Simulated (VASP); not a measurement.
## MgB2: single point with PBE

Crystal: MgB2.

```
Mg B
1.0
     3.08500    0.00000    0.00000
    -1.54250    2.67169    0.00000
     0.00000    0.00000    3.52300
Mg B
1 2
Cartesian
  0.0000 0.0000 0.0000
  1.5425 0.8906 1.7615
  0.0000 1.7811 1.7615
```

```json
{"Program": "VASP 6.6.1", "Task": "single point", "Functional": "PBE", "Potentials or basis": "VASP PAW PBE potentials, release 64 (Mg, B)", "Cutoff": "520 eV", "k mesh": "10 × 10 × 8", "Occupations": "gaussian, width 0.028 eV", "Spin": "no spin polarisation", "Dipole correction": "no", "Further INCAR settings": "ALGO = Normal; EDIFF = 1e-06; NBANDS = 11"}
```

| Item | Value |
| --- | --- |
| Pressure | -1.1 GPa |
| Band gap on the k mesh | zero (band 4 reaches 6.39 eV, above the bottom of band 5 at 3.94 eV) |

Stress tensor (GPa, compression positive):
```
-0.88  0.00  0.00
 0.00 -0.88  0.00
 0.00  0.00 -1.63
```

Levels at points of the mesh, in eV from the Fermi level:
| k point | band 1 | band 2 | band 3 | band 4 | band 5 | band 6 | band 7 | band 8 |
| --- | --- | --- | --- | --- | --- | --- | --- | --- |
| (0.00, 0.00, 0.00) | -12.45 | -2.97 | 0.34 | 0.34 | 1.61 | 6.27 | 6.27 | 8.04 |
| (0.50, 0.00, 0.00) | -8.57 | -7.85 | -2.20 | 0.18 | 3.04 | 3.84 | 5.28 | 7.05 |
| (0.00, 0.00, 0.50) | -11.17 | -7.46 | 0.71 | 0.71 | 6.60 | 6.60 | 7.91 | 9.80 |
| (0.50, 0.00, 0.50) | -7.59 | -6.94 | -3.60 | -1.90 | -1.34 | 5.66 | 8.72 | 8.85 |

It took 37 s on 1 thread of Intel Xeon 8259CL, with other jobs on the host, peak memory 0.15 GiB.
